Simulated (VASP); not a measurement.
A run of VASP 6.6.1 is set up as follows.

INCAR

```
ALGO = Normal ; EDIFF = 1E-6
ENCUT = 520 ; ISIF = 2
ISMEAR = 0 ; LASPH = True
LCHARG = False ; LREAL = False
LWAVE = False ; NBANDS = 21
NELM = 100 ; PREC = Accurate
SIGMA = 0.05
```

Contents of KPOINTS:

```
k-points
0
Gamma
  8 8 6
```

The input POSCAR:

```
AlGaN2
1.0
    2.9813550299      0.0000000000      0.0000000000
    0.0000000000      2.9813550299      0.0000000000
    0.0000000000      0.0000000000      4.5951625075
Al Ga N
1 1 2
Direct
    0.5000000000      0.5000000000      0.5000000000
    0.0000000000      0.0000000000      0.0000000000
    0.5000000000      0.0000000000      0.7411407717
    0.0000000000      0.5000000000      0.2588592283
```

Potentials or basis: VASP PAW LDA potentials, release 64 (Al, Ga_d, N).

The run is started by

```console
$ cat potpaw_LDA.64/Al/POTCAR potpaw_LDA.64/Ga_d/POTCAR potpaw_LDA.64/N/POTCAR > POTCAR
$ mpirun -np 1 vasp_std > vasp.out
```

**Question.** Estimate the band gap on the k mesh.

**Answer.** 2.94 eV (least direct gap 3.19 eV).

**Question.** Estimate the pressure.

**Answer.** 9.7 GPa.

Forces on the atoms (eV/Å):
```
Al   0.000  0.000  0.000
Ga   0.000  0.000  0.000
N    0.000  0.000 -0.037
N    0.000  0.000  0.037
```

Caveat: the cell stands under pressure. A k mesh can miss the band edges.
